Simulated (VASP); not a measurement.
# TaN in VASP: further runs, part 2 of 2

VASP 6.6.1. The steps go on from the part before.

**5. Single point, PBE**

File INCAR:

```
SYSTEM = TaN
PREC = Accurate ; ENCUT = 520
EDIFF = 1E-6 ; ISMEAR = -1
SIGMA = 0.05 ; LREAL = Auto
LASPH = .TRUE. ; NELM = 60
ALGO = Normal ; ISIF = 2
LWAVE = .FALSE. ; LCHARG = .FALSE.
GGA = PE ; ISYM = 0
NBANDS = 78
```

File KPOINTS:

```
Automatic mesh
0
Gamma
  1 1 1
  0.25 0.25 0.25
```

File POSCAR:

```
TaN
1.0
    5.9152850000      0.1408810000      0.0440940000
    0.1408810000      5.6478040000     -0.2198280000
    0.0440940000     -0.2198280000      5.5198490000
Ta N
8 8
Direct
    0.4679919787      0.1504862369      0.1512998725
    0.2451202897      0.2504809754      0.7069128880
    0.6155023753      0.8406968777      0.7527966347
    0.5256050079      0.6560269705      0.2830508714
    0.9492265448      0.3235370766      0.1856314028
    0.0430976022      0.7966655130      0.1316588625
    0.1065499693      0.7601276739      0.6091989350
    0.7360455674      0.3274292821      0.6875568391
    1.0818180897      0.0791774563      0.4252978179
    0.7580719563      0.5936627457      0.9873344849
    0.8226300385      0.6597925755      0.4518445764
    0.2711492559      0.9397285606      0.8946562840
    0.2448821812      0.4653707771      0.0651836114
    0.7722467400      0.0999601952      0.9786127487
    0.5555720989      0.0426081793      0.4857806934
    0.4185452795      0.5319873794      0.6134501843
```

Potentials or basis: VASP PAW PBE potentials, release 64 (Ta_pv, N).

The run is started by

```sh
> cat potpaw_PBE.64/Ta_pv/POTCAR potpaw_PBE.64/N/POTCAR > POTCAR
> mpirun -np 1 vasp_std > vasp.out
```

OUTCAR:

```text
SYSTEM = TaN
   PREC = Accurate
   ENCUT = 520
   EDIFF = 1E-6
   ISMEAR = -1
   LREAL = Auto
   LASPH = .TRUE.
   NELM = 60
   ISIF = 2
   GGA = PE
   ISYM = 0

 ion  position               nearest neighbor table
   1  0.468  0.150  0.151-  14 2.02  15 2.06  12 2.17  13 2.25   3 2.80   2 2.89   4 2.93   4 2.95
                             5 3.06   5 3.17   8 3.24   6 3.29   2 3.32   8 3.48
   2  0.245  0.250  0.707-  16 2.03   9 2.05  12 2.11  13 2.24  15 2.40   1 2.89   7 2.94   8 2.96
                             8 3.03   7 3.05   3 3.14   5 3.14   1 3.32   5 3.43
   3  0.616  0.841  0.753-  15 1.96  14 2.11  10 2.13  12 2.20  11 2.21  16 2.24   4 2.79   1 2.80
                             8 2.92   8 2.95   7 3.00   2 3.14   7 3.17   4 3.23   6 3.32
   4  0.526  0.656  0.283-  11 2.00  16 2.11  10 2.12  13 2.32  15 2.39   3 2.79   1 2.93   1 2.95
                             7 3.05   6 3.07   5 3.07   3 3.23   8 3.24   6 3.31
   5  0.949  0.324  0.186-  14 1.98  13 2.08   9 2.12  10 2.22  11 2.39   6 2.80   6 2.99   8 3.03
                             8 3.04   1 3.06   4 3.07   2 3.14   1 3.17   2 3.43   7 3.44
   6  0.043  0.797  0.132-  12 2.10  13 2.18   9 2.21  10 2.21  11 2.38  14 2.49   7 2.69   5 2.80
                             7 2.90   5 2.99   4 3.07   1 3.29   4 3.31   3 3.32
   7  0.107  0.760  0.609-  11 1.99  12 2.09   9 2.14  16 2.20   6 2.69   6 2.90   2 2.94   3 3.00
                             2 3.05   4 3.05   3 3.17   8 3.41   5 3.44
   8  0.736  0.327  0.688-  14 2.14  10 2.16  15 2.21  16 2.22  11 2.44   3 2.92   3 2.95   2 2.96
                             2 3.03   5 3.03   5 3.04   4 3.24   1 3.24   7 3.41   1 3.48
   9  0.082  0.079  0.425-   2 2.05   5 2.12   7 2.14   6 2.21
  10  0.758  0.594  0.987-   4 2.12   3 2.13   8 2.16   6 2.21   5 2.22
  11  0.823  0.660  0.452-   7 1.99   4 2.00   3 2.21   6 2.38   5 2.39   8 2.44
  12  0.271  0.940  0.895-   7 2.09   6 2.10   2 2.11   1 2.17   3 2.20
  13  0.245  0.465  0.065-   5 2.08   6 2.18   2 2.24   1 2.25   4 2.32
  14  0.772  0.100  0.979-   5 1.98   1 2.02   3 2.11   8 2.14   6 2.49
  15  0.556  0.043  0.486-   3 1.96   1 2.06   8 2.21   4 2.39   2 2.40
  16  0.419  0.532  0.613-   2 2.03   4 2.11   7 2.20   8 2.22   3 2.24

IMPORTANT INFORMATION: All symmetrisations will be switched off!
NOSYMM: (Re-)initialisation of all symmetry stuff for point group C_1.

----------------------------------------------------------------------------------------

[... 129 lines left out ...]
  volume of cell :      184.00
 maximum number of plane-waves:      4947
 NGX is ok and might be reduce to    48

 number of electron     128.0000000 magnetization

 Free energy of the ion-electron system (eV)
  ---------------------------------------------------
  ext. energy  EPLUGINS =         0.00000000
  ---------------------------------------------------
  free energy    TOTEN  =      -172.84943851 eV

  energy without entropy =     -172.84683629  energy(sigma->0) =     -172.84813740

 E-fermi :   7.7729     XC(G=0): -12.9047

 val. band max:        7.4562377352   @ k =   0.2500   0.2500   0.2500
 cond. band min:       8.0896686304   @ k =   0.2500   0.2500   0.2500
 fundamental gap:      0.6334308953
 Fermi energy:         7.7729171150

 k-point     1 :       0.2500    0.2500    0.2500
  band No.  band energies     occupation
      1     -28.0737      2.00000
      2     -28.0229      2.00000
      3     -27.9839      2.00000
      4     -27.9163      2.00000
      5     -27.8848      2.00000
      6     -27.8313      2.00000
[... 68 lines left out ...]
     75      10.4321      0.00000
     76      10.6204      0.00000
 [bands above 76 left out]

------------------------ aborting loop because EDIFF is reached ----------------------------------------

  FORCE on cell =-STRESS in cart. coord.  units (eV):
  Direction    XX          YY          ZZ          XY          YZ          ZX
  --------------------------------------------------------------------------------------
  -------------------------------------------------------------------------------------
  Total        0.1331337     13.0325349     20.4938598      2.5358076     -5.4652483     -2.4478150
  in kB        1.1592595    113.4805835    178.4499484     22.0805027    -47.5885596    -21.3143089
  external PRESSURE =      97.6965972 kB  Pullay stress =       0.0000000 kB

 VOLUME and BASIS-vectors are now :
 -----------------------------------------------------------------------------
  energy-cutoff  :      520.00
  volume of cell :      184.00
      direct lattice vectors                 reciprocal lattice vectors
     5.915285000  0.140881000  0.044094000     0.169166816 -0.004278993 -0.001521760
     0.140881000  5.647804000 -0.219828000    -0.004278993  0.177443090  0.007100853
     0.044094000 -0.219828000  5.519849000    -0.001521760  0.007100853  0.181459324

 POSITION                                       TOTAL-FORCE (eV/Angst)
 -----------------------------------------------------------------------------------
      2.79618      0.88259      0.82271        -1.402032      0.413584      1.651652
      1.51642      1.29380      3.85780         0.213651      1.405795     -0.287425
      3.79250      4.66932      3.99765        -0.822662     -0.985856      1.925917
      3.21401      3.71694      1.44136        -0.396536      0.538447     -1.297814
      5.66871      1.92020      0.99539        -0.114290      1.000764      1.481843
      0.37297      4.47654      0.55351        -0.510201      0.051168      0.134114
[... 8 lines left out ...]
      3.31379      0.21212      2.69657        -0.904407      0.730457     -1.710103
      2.57781      2.92867      3.28766         0.777385      0.015579     -0.123839
 -----------------------------------------------------------------------------------
    total drift:                                0.001355      0.000367      0.000555

  FREE ENERGIE OF THE ION-ELECTRON SYSTEM (eV)
  ---------------------------------------------------
  free  energy   TOTEN  =      -172.8494385057 eV

  energy  without entropy=     -172.8468362933  energy(sigma->0) =     -172.84813740
```

stdout:

```text
POSCAR found type information on POSCAR TaN
 POSCAR found :  2 types and      16 ions
 scaLAPACK will be used
 LDA part: xc-table for (Slater+PW92), standard interpolation
 POSCAR, INCAR and KPOINTS ok, starting setup
 FFT: planning ... GRIDC
 FFT: planning ... GRID_SOFT
 FFT: planning ... GRID
 WAVECAR not read
 entering main loop
```

It took 33 s on 1 thread of Intel Xeon 6975P-C (Granite Rapids), shared host; peak memory 0.27 GiB.

Results:

```yaml
Free_energy: -172.8494 eV
Pressure: 9.8 GPa
Largest_force: 2.315 eV/Å
Band_gap_on_the_k_mesh: 0.63 eV
```

Forces in eV/Å, atoms in the order of the input:
```
Ta  -1.402  0.414  1.652
Ta   0.214  1.406 -0.287
Ta  -0.823 -0.986  1.926
Ta  -0.397  0.538 -1.298
Ta  -0.114  1.001  1.482
Ta  -0.510  0.051  0.134
Ta   0.478 -1.693  0.208
Ta   0.124 -0.039 -1.015
N   -0.639 -0.376 -0.988
N    0.136 -0.538  0.013
N    1.297 -0.041 -0.503
N    1.023  0.844 -0.043
N    0.740 -0.080  0.498
N   -0.001 -1.247  0.057
N   -0.904  0.730 -1.710
N    0.777  0.016 -0.124
```

Levels at points of the mesh, in eV from the valence-band top:
| k point | band 60 | band 61 | band 62 | band 63 | band 64 | band 65 | band 66 | band 67 | band 68 | band 69 |
| --- | --- | --- | --- | --- | --- | --- | --- | --- | --- | --- |
| (0.25, 0.25, 0.25) | -1.23 | -0.94 | -0.73 | -0.52 | 0.00 | 0.63 | 0.96 | 1.12 | 1.31 | 1.68 |

Caveat: the k points lie up to 1.14 Å⁻¹ apart; spin-orbit coupling is left out, which moves the levels of the heavy elements.

**6. Single point, PBE**

This run uses another cell than the first one, of 11.72 Å³/atom, 1.019 times its volume.

File INCAR:

```
PREC = Accurate ; ENCUT = 520
EDIFF = 1E-7 ; ISMEAR = 0
SIGMA = 0.1 ; LREAL = Auto
LASPH = T ; NELM = 80
ALGO = Normal ; ISIF = 2
LWAVE = F ; LCHARG = T
GGA = PE ; LELF = T
LVHAR = T ; ISYM = 0
NBANDS = 78
```

File KPOINTS:

```
Automatic mesh
0
Gamma
  2 2 3
  0.5 0.5 0
```

File POSCAR:

```
TaN
1.0
    6.0347228268      0.4094192283     -0.2450616297
    0.4126467039      5.6861845129     -0.5812461642
   -0.2268678836     -0.5643534727      5.5537020246
Ta N
8 8
Direct
    0.4754176005      0.2053589622      0.1951118849
    0.2563769773      0.2778509947      0.6961123742
    0.6163982450      0.8244364801      0.7543868183
    0.5099532277      0.6870089842      0.2353950709
    0.9456097893      0.3528630386      0.2163365294
    0.0385916674      0.8057245081      0.0903275274
    0.1276427608      0.7642385351      0.5850178331
    0.7424944456      0.3021155254      0.6759795306
    0.0112600822      0.0795680846      0.4557362307
    0.7718581955      0.5968790227      0.9907608093
    0.8248603606      0.6126371950      0.4973227427
    0.3137083782      0.9081162311      0.9414479781
    0.2429054666      0.4627699919      0.0604000587
    0.7797135667      0.0935535205      0.9829789990
    0.5231199743      0.0323050745      0.4856664496
    0.4341445207      0.5123124263      0.5472860127
```

Potentials or basis: VASP PAW PBE potentials, release 64 (Ta_pv, N).

The run is started by

```sh
> cat potpaw_PBE.64/Ta_pv/POTCAR potpaw_PBE.64/N/POTCAR > POTCAR
> mpirun -np 1 vasp_std > vasp.out
```

OUTCAR:

```text
PREC = Accurate
   ENCUT = 520
   EDIFF = 1E-7
   ISMEAR = 0
   LREAL = Auto
   LASPH = T
   NELM = 80
   ISIF = 2
   GGA = PE
   ISYM = 0

 ion  position               nearest neighbor table
   1  0.475  0.205  0.195-  15 2.05  13 2.10  14 2.22  12 2.26  16 2.36   4 2.76   4 3.00   8 3.00
                             3 3.03   2 3.06   5 3.07   2 3.13   5 3.20
   2  0.256  0.278  0.696-  13 2.10  16 2.16   9 2.19  15 2.23   7 2.96   8 2.98   1 3.06   7 3.08
                             8 3.09   1 3.13   3 3.20   5 3.20   5 3.52   6 3.52
   3  0.616  0.824  0.754-  11 2.07  15 2.09  14 2.10  10 2.11  12 2.14  16 2.29   4 2.89   8 2.93
                             1 3.03   6 3.04   8 3.07   7 3.07   4 3.09   2 3.20   7 3.27
   4  0.510  0.687  0.235-  10 2.12  15 2.18  13 2.24  16 2.29  11 2.34  12 2.41   1 2.76   3 2.89
                             6 2.92   1 3.00   5 3.03   7 3.08   3 3.09   6 3.56
   5  0.946  0.353  0.216-  11 2.04  14 2.08  10 2.17   9 2.23  13 2.28   6 2.96   8 3.03   4 3.03
                             6 3.05   7 3.06   1 3.07   8 3.13   2 3.20   1 3.20   2 3.52
   6  0.039  0.806  0.090-  10 2.11  12 2.13  13 2.15  14 2.24   9 2.31   7 2.82   7 2.88   4 2.92
                             5 2.96   3 3.04   5 3.05   2 3.52   4 3.56
[... 181 lines left out ...]
      5     -28.0286      2.00000
      6     -28.0022      2.00000
[... 463 lines left out ...]
     75      10.2168      0.00000
     76      10.4061      0.00000
 [bands above 76 left out]

------------------------ aborting loop because EDIFF is reached ----------------------------------------

  FORCE on cell =-STRESS in cart. coord.  units (eV):
  Direction    XX          YY          ZZ          XY          YZ          ZX
  --------------------------------------------------------------------------------------
  -------------------------------------------------------------------------------------
  Total        0.6281564      0.7037552      0.6987990     -0.0136669      0.0496783      0.0557603
  in kB        5.3689976      6.0151581      5.9727969     -0.1168139      0.4246123      0.4765964
  external PRESSURE =       5.7856509 kB  Pullay stress =       0.0000000 kB

 VOLUME and BASIS-vectors are now :
 -----------------------------------------------------------------------------
  energy-cutoff  :      520.00
  volume of cell :      187.45
      direct lattice vectors                 reciprocal lattice vectors
     6.034722827  0.409419228 -0.245061630     0.166718425 -0.011522285  0.005639556
     0.412646704  5.686184513 -0.581246164    -0.011392332  0.178498159  0.017673167
    -0.226867884 -0.564353473  5.553702025     0.006164274  0.018173049  0.182158584

 POSITION                                       TOTAL-FORCE (eV/Angst)
 -----------------------------------------------------------------------------------
      2.90949      1.25224      0.84772         0.001556      0.005542     -0.004001
      1.50389      1.29202      3.64167        -0.014110      0.005161     -0.004011
      3.88885      4.51452      3.55938        -0.007919     -0.000680      0.001664
      3.30751      3.98240      0.78302        -0.006287      0.004214      0.001195
      5.80302      2.27150      0.76464         0.021513     -0.008410     -0.001755
      0.54488      4.54632      0.02387         0.008023     -0.002200      0.016070
[... 8 lines left out ...]
      3.06003      0.12378      2.55027        -0.001601     -0.002122      0.002117
      2.70718      2.78199      2.63529         0.000164     -0.003301     -0.002189
 -----------------------------------------------------------------------------------
    total drift:                                0.000649      0.001111      0.000631

  FREE ENERGIE OF THE ION-ELECTRON SYSTEM (eV)
  ---------------------------------------------------
  free  energy   TOTEN  =      -173.8362084951 eV

  energy  without entropy=     -173.8347929031  energy(sigma->0) =     -173.83550070
```

OSZICAR:

```text
N       E                     dE             d eps       ncg     rms          rms(c)
DAV:   1     0.133562352824E+04    0.13356E+04   -0.70190E+04   936   0.173E+03
DAV:   2    -0.783307406721E+02   -0.14140E+04   -0.13609E+04  1040   0.515E+02
DAV:   3    -0.194842774791E+03   -0.11651E+03   -0.11290E+03  1154   0.135E+02
[... 11 lines left out ...]
DAV:  15    -0.173836209519E+03    0.31012E-05   -0.15691E-05  1192   0.189E-02    0.838E-03
DAV:  16    -0.173836208849E+03    0.67002E-06   -0.38715E-06  1200   0.853E-03    0.307E-03
DAV:  17    -0.173836208649E+03    0.19916E-06   -0.87625E-07  1000   0.414E-03    0.119E-03
DAV:  18    -0.173836208543E+03    0.10649E-06   -0.94572E-08   576   0.179E-03    0.641E-04
DAV:  19    -0.173836208495E+03    0.47843E-07   -0.45668E-08   576   0.963E-04
   1 F= -.17383621E+03 E0= -.17383550E+03  d E =-.141559E-02
```

Wall time 3.7 min (1 thread of AMD EPYC 7R13 (Zen 3), shared host); peak memory 0.29 GiB.

What came out:

```
Free energy            : -173.8362 eV
Pressure               : 0.6 GPa
Largest force          : 0.023 eV/Å
Band gap on the k mesh : 0.35 eV, indirect (least direct gap 0.40 eV)
```

Forces in eV/Å, atoms in the order of the input:
```
Ta   0.002  0.006 -0.004
Ta  -0.014  0.005 -0.004
Ta  -0.008 -0.001  0.002
Ta  -0.006  0.004  0.001
Ta   0.022 -0.008 -0.002
Ta   0.008 -0.002  0.016
Ta   0.003 -0.013  0.001
Ta   0.006 -0.006 -0.001
N   -0.006  0.007 -0.002
N    0.005 -0.011  0.000
N    0.003  0.003  0.005
N   -0.010  0.010  0.009
N   -0.009  0.010 -0.011
N    0.005  0.002 -0.009
N   -0.002 -0.002  0.002
N    0.000 -0.003 -0.002
```

Caveat: the k points lie up to 0.56 Å⁻¹ apart; spin-orbit coupling is left out, which moves the levels of the heavy elements.

**7. Summary**

```tsv
cell	k mesh	smearing	gap on the mesh (eV)	pressure (GPa)	largest force (eV/Å)
a = 5.917, b = 5.654, c = 5.524 Å, angles 94.5, 89.2, 87.2°, 16 atoms	1 × 1 × 1, shifted	fermi-dirac 0.1379 eV	0.21	10.2	3.82
a = 5.917, b = 5.654, c = 5.524 Å, angles 94.5, 89.2, 87.2°, 16 atoms	1 × 1 × 1, shifted	fermi-dirac 0.05 eV	0.63	9.8	2.31
a = 6.054, b = 5.731, c = 5.587 Å, angles 101.8, 95.0, 81.8°, 16 atoms	2 × 2 × 3, shifted	gaussian 0.1 eV	0.35	0.6	0.02
```

Some of these runs hold the atoms at other places in the same cell, which the table doesn't show; runs alike in all that it shows share one row.

Alike in all rows: task single point; level PBE; potentials or basis VASP PAW PBE potentials, release 64 (Ta_pv, N); no spin polarisation; cutoff (eV) 520.

Caveats: all runs use coarse meshes; spin-orbit coupling is left out, which moves the levels of the heavy elements.

Total energies depend on the potentials used, so only differences within one code and one set of settings carry meaning.
